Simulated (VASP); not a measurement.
# Sn16TeSe15 (a cell with a defect) in VASP: single point with PBE

Aim: the single point of Sn16TeSe15 (a cell with a defect) with PBE.

All numbers are computed with VASP 6.6.1; they aren't measurements. Logs are shortened: lines on timing, memory, paths and dates and some standing lists are left out, and cuts for length are marked.

### 1 The cell of the first run

The cell holds a defect, 32 atoms: a = 11.664 Å, b = 8.253 Å, c = 9.402 Å, α = 90.00°, β = 90.00°, γ = 90.00°.

### 2 Single point, PBE

Contents of INCAR:

```
SYSTEM = Sn16TeSe15
PREC = Accurate ; ENCUT = 520
EDIFF = 1E-7 ; ISMEAR = -1
SIGMA = 0.01 ; LREAL = Auto
LASPH = .True. ; NELM = 100
ALGO = Normal ; ISIF = 2
LWAVE = .False. ; LCHARG = .False.
GGA = PE ; NBANDS = 182
```

Contents of KPOINTS:

```
regular mesh
0
Gamma
  2 3 2
  0 0 0
```

Contents of POSCAR:

```
Sn16TeSe15
1.0
   11.6644585000      0.0000000000      0.0000000000
    0.0000000000      8.2525019000      0.0000000000
    0.0000000000      0.0000000000      9.4018149000
Sn Te Se
16 1 15
Direct
    0.6175384679      0.3753161036      0.1878665954
    0.6187762549      0.3762853393      0.6896178750
    0.6175384679      0.8746838964      0.1878665954
    0.6187762549      0.8737146607      0.6896178750
    0.8777207166      0.1250000000      0.4381298258
    0.8808631902      0.1250000000      0.9384241712
    0.8806944800      0.6250000000      0.4373645810
    0.8792203506      0.6250000000      0.9384058974
    0.3914170913      0.1250000000      0.3206235446
    0.3815841065      0.1250000000      0.8117298438
    0.3806422140      0.6250000000      0.3113431246
    0.3848571144      0.6250000000      0.8118858728
    0.1192461048      0.3859608942      0.0502151704
    0.1202257143      0.3761275842      0.5627769046
    0.1192461048      0.8640391058      0.0502151704
    0.1202257143      0.8738724158      0.5627769046
    0.1397706443      0.1250000000      0.2652593451
    0.1459477882      0.1250000000      0.7593762696
    0.1451406949      0.6250000000      0.2566795525
    0.1485196040      0.6250000000      0.7623859934
    0.6420228736      0.1250000000      0.4922186276
    0.6452122307      0.1250000000      0.9901617791
    0.6457559327      0.6250000000      0.4906653419
    0.6440208362      0.6250000000      0.9895287189
    0.3550289722      0.3748072321      0.0095244398
    0.3561891487      0.3782351024      0.5131160080
    0.3550289722      0.8751927679      0.0095244398
    0.3561891487      0.8717648976      0.5131160080
    0.8518250346      0.3753109926      0.2397020078
    0.8544753684      0.3752248502      0.7400897543
    0.8518250346      0.8746890074      0.2397020078
    0.8544753684      0.8747751498      0.7400897543
```

Potentials or basis: VASP PAW PBE potentials, release 64 (Sn_d, Te, Se).

Started as:

```bash
cat potpaw_PBE.64/Sn_d/POTCAR potpaw_PBE.64/Te/POTCAR potpaw_PBE.64/Se/POTCAR > POTCAR
mpirun -np 1 vasp_std > vasp.out
```

OUTCAR:

```text
SYSTEM = Sn16TeSe15
   PREC = Accurate
   ENCUT = 520
   EDIFF = 1E-7
   ISMEAR = -1
   LREAL = Auto
   LASPH = .True.
   NELM = 100
   ISIF = 2
   GGA = PE

 ion  position               nearest neighbor table
   1  0.618  0.375  0.188-  29 2.78  24 2.80  22 2.80   9 3.58  11 3.64
   2  0.619  0.376  0.690-  30 2.79  23 2.79  21 2.80  12 3.60  10 3.64
   3  0.618  0.875  0.188-  31 2.78  24 2.80  22 2.80   9 3.58  11 3.64
   4  0.619  0.874  0.690-  32 2.79  23 2.79  21 2.80  12 3.60  10 3.64
   5  0.878  0.125  0.438-  21 2.80  29 2.80  31 2.80  17 3.46  14 3.70  16 3.70
   6  0.881  0.125  0.938-  22 2.79  30 2.80  32 2.80  15 3.67  13 3.67
   7  0.881  0.625  0.437-  23 2.79  29 2.80  31 2.80  16 3.66  14 3.66
   8  0.879  0.625  0.938-  24 2.79  30 2.79  32 2.79  15 3.58  13 3.58
   9  0.391  0.125  0.321-  26 2.79  28 2.79  17 2.98   3 3.58   1 3.58
  10  0.382  0.125  0.812-  18 2.79  25 2.79  27 2.79   4 3.64   2 3.64
  11  0.381  0.625  0.311-  19 2.79  26 2.80  28 2.80   3 3.64   1 3.64
  12  0.385  0.625  0.812-  20 2.80  25 2.80  27 2.80   4 3.60   2 3.60
  13  0.119  0.386  0.050-  25 2.78  19 2.78  17 2.96   8 3.58   6 3.67
  14  0.120  0.376  0.563-  26 2.79  18 2.79  20 2.80  17 3.49   7 3.66   5 3.70
  15  0.119  0.864  0.050-  27 2.78  19 2.78  17 2.96   8 3.58   6 3.67
  16  0.120  0.874  0.563-  28 2.79  18 2.79  20 2.80  17 3.49   7 3.66   5 3.70
  17  0.140  0.125  0.265-  13 2.96  15 2.96   9 2.98   5 3.46  14 3.49  16 3.49
  18  0.146  0.125  0.759-  10 2.79  14 2.79  16 2.79
  19  0.145  0.625  0.257-  13 2.78  15 2.78  11 2.79
  20  0.149  0.625  0.762-  12 2.80  14 2.80  16 2.80
  21  0.642  0.125  0.492-   5 2.80   4 2.80   2 2.80
  22  0.645  0.125  0.990-   6 2.79   3 2.80   1 2.80
  23  0.646  0.625  0.491-   7 2.79   4 2.79   2 2.79
  24  0.644  0.625  0.990-   8 2.79   3 2.80   1 2.80
  25  0.355  0.375  0.010-  13 2.78  10 2.79  12 2.80
  26  0.356  0.378  0.513-  14 2.79   9 2.79  11 2.80
  27  0.355  0.875  0.010-  15 2.78  10 2.79  12 2.80
  28  0.356  0.872  0.513-  16 2.79   9 2.79  11 2.80
  29  0.852  0.375  0.240-   1 2.78   7 2.80   5 2.80
  30  0.854  0.375  0.740-   2 2.79   8 2.79   6 2.80
  31  0.852  0.875  0.240-   3 2.78   7 2.80   5 2.80
  32  0.854  0.875  0.740-   4 2.79   8 2.79   6 2.80

  LATTYP: Found a simple orthorhombic cell.
 ALAT       =     8.2525019000
 B/A-ratio  =     1.1392684320
 C/A-ratio  =     1.4134451154

  Lattice vectors:

 A1 = (   0.0000000000,   8.2525019000,   0.0000000000)
 A2 = (   0.0000000000,   0.0000000000,   9.4018149000)
 A3 = (  11.6644585000,   0.0000000000,   0.0000000000)

Analysis of symmetry for initial positions (statically):
=====================================================================
 Subroutine PRICEL returns:
 Original cell was already a primitive cell.

 Routine SETGRP: Setting up the symmetry group for a
 simple orthorhombic supercell.

[... 174 lines left out ...]
   NELECT =     320.0000    total number of electrons
   NUPDOWN=      -1.0000    fix difference up-down
   EMIN   =  10.00;   EMAX   =-10.00  energy-range for DOS
   EFERMI =   0.00;   METHOD = LEGACY
   ISMEAR =    -1;   SIGMA  =   0.01  broadening in eV -4-tet -1-fermi 0-gaus
   EFERMI_NEDOS =   21; number of points for ismear=-14 and -15
   IALGO  =     38    algorithm
   IMIX   =      4    mixing-type and parameters
     AMIX     =   0.40;   BMIX     =  1.00
     AMIX_MAG =   1.60;   BMIX_MAG =  1.00
  volume/ion in A,a.u.               =      28.28       190.86
  Fermi-wavevector in a.u.,A,eV,Ry     =   1.157633  2.187609 18.233356  1.340114
  Thomas-Fermi vector in A             =   2.294243
   LORBIT       =      0    0 simple, 1 ext, 2 COOP (PROOUT), +10 PAW based schemes
   GGA     = PE    functional components
   LHFCALC =     F    Hartree Fock is set to
   AEXX    =    0.0000 exact exchange contribution
   IVDW    =     0    specifies the selected vdW correction
   LEPSILON=     F    determine dielectric tensor
   LRPA    =     F    only Hartree local field effects (RPA)
 non-spin polarized calculation
  energy-cutoff  :      520.00
  volume of cell :      905.03
 maximum number of plane-waves:     24420
 NGX is ok and might be reduce to    90
   NGX = 43   NGY = 31   NGZ = 35

 number of electron     320.0000000 magnetization

 Free energy of the ion-electron system (eV)
  ---------------------------------------------------
  ext. energy  EPLUGINS =         0.00000000
  ---------------------------------------------------
  free energy    TOTEN  =      -130.59437182 eV

  energy without entropy =     -130.59437182  energy(sigma->0) =     -130.59437182

 E-fermi :   5.1933     XC(G=0):  -9.4534

 val. band max:        4.9095343516   @ k =   0.0000   0.0000   0.0000
 cond. band min:       5.5514251676   @ k =   0.0000   0.3333   0.0000
 fundamental gap:      0.6418908160
 Fermi energy:         5.1933266907

 k-point     1 :       0.0000    0.0000    0.0000
  band No.  band energies     occupation
      1     -16.3238      2.00000
      2     -16.3232      2.00000
      3     -16.3222      2.00000
      4     -16.3189      2.00000
      5     -16.3167      2.00000
      6     -16.3148      2.00000
[... 1389 lines left out ...]
    171       7.3464      0.00000
    172       7.3662      0.00000
 [bands above 172 left out]

------------------------ aborting loop because EDIFF is reached ----------------------------------------

  FORCE on cell =-STRESS in cart. coord.  units (eV):
  Direction    XX          YY          ZZ          XY          YZ          ZX
  --------------------------------------------------------------------------------------
  -------------------------------------------------------------------------------------
  Total        4.7856508      6.4587104      0.7864566      0.0000000      0.0000000      0.0043457
  in kB        8.4720728     11.4339024      1.3922698      0.0000000      0.0000000      0.0076933
  external PRESSURE =       7.0994150 kB  Pullay stress =       0.0000000 kB

 VOLUME and BASIS-vectors are now :
 -----------------------------------------------------------------------------
  energy-cutoff  :      520.00
  volume of cell :      905.03
      direct lattice vectors                 reciprocal lattice vectors
    11.664458500  0.000000000  0.000000000     0.085730512  0.000000000  0.000000000
     0.000000000  8.252501900  0.000000000     0.000000000  0.121175373  0.000000000
     0.000000000  0.000000000  9.401814900     0.000000000  0.000000000  0.106362443

 POSITION                                       TOTAL-FORCE (eV/Angst)
 -----------------------------------------------------------------------------------
      7.20325      3.09730      1.76629        -0.006124      0.003664      0.019926
      7.21769      3.10530      6.48366        -0.002154     -0.000764      0.014400
      7.20325      7.21833      1.76629        -0.006124     -0.003664      0.019926
      7.21769      7.21033      6.48366        -0.002154      0.000764      0.014400
     10.23814      1.03156      4.11922         0.009763      0.000000     -0.006956
     10.27479      1.03156      8.82289         0.007483      0.000000      0.022781
[... 24 lines left out ...]
      9.93608      7.21837      2.25363         0.000718      0.004210     -0.015644
      9.96699      7.21908      6.95819        -0.003651      0.001895     -0.023879
 -----------------------------------------------------------------------------------
    total drift:                                0.070793     -0.000000     -0.032445

  FREE ENERGIE OF THE ION-ELECTRON SYSTEM (eV)
  ---------------------------------------------------
  free  energy   TOTEN  =      -130.5943718229 eV

  energy  without entropy=     -130.5943718229  energy(sigma->0) =     -130.59437182
```

Wall time 43 min (1 thread of Intel Xeon Platinum 8488C (Sapphire Rapids), shared host); peak memory 1.3 GiB.

What came out:

```yaml
Free_energy: -130.5944 eV
Pressure: 0.7 GPa
Largest_force: 0.025 eV/Å
Band_gap_on_the_k_mesh: 0.64 eV
```

Forces in eV/Å, atoms in the order of the input:
```
Sn  -0.006  0.004  0.020
Sn  -0.002 -0.001  0.014
Sn  -0.006 -0.004  0.020
Sn  -0.002  0.001  0.014
Sn   0.010  0.000 -0.007
Sn   0.007  0.000  0.023
Sn   0.009  0.000  0.021
Sn   0.012  0.000  0.001
Sn   0.013  0.000 -0.011
Sn   0.001  0.000 -0.013
Sn   0.015  0.000 -0.020
Sn   0.010  0.000 -0.023
Sn  -0.006  0.002 -0.015
Sn  -0.007  0.005 -0.003
Sn  -0.006 -0.002 -0.015
Sn  -0.007 -0.005 -0.003
Te  -0.018  0.000  0.008
Se  -0.002  0.000  0.020
Se   0.005  0.000  0.010
Se  -0.009  0.000  0.013
Se   0.000  0.000 -0.002
Se   0.000  0.000  0.006
Se  -0.008  0.000  0.009
Se  -0.006  0.000  0.007
Se  -0.001 -0.006 -0.005
Se   0.005  0.006  0.007
Se  -0.001  0.006 -0.005
Se   0.005 -0.006  0.007
Se   0.001 -0.004 -0.016
Se  -0.004 -0.002 -0.024
Se   0.001  0.004 -0.016
Se  -0.004  0.002 -0.024
```

Stress tensor (GPa, compression positive):
```
0.85 0.00 0.00
0.00 1.14 0.00
0.00 0.00 0.14
```

Levels at points of the mesh, in eV from the valence-band top:
| k point | band 158 | band 159 | band 160 | band 161 | band 162 | band 163 |
| --- | --- | --- | --- | --- | --- | --- |
| (0.00, 0.00, 0.00) | -0.25 | -0.11 | 0.00 | 0.94 | 1.07 | 1.14 |
| (0.50, 0.00, 0.00) | -0.33 | -0.15 | -0.03 | 1.34 | 1.38 | 1.41 |
| (0.00, 0.00, 0.50) | -0.27 | -0.15 | -0.05 | 1.20 | 1.22 | 1.29 |
| (0.50, 0.00, 0.50) | -0.56 | -0.53 | -0.42 | 1.95 | 1.97 | 1.99 |

Caveat: spin-orbit coupling is left out, which moves the levels of the heavy elements.
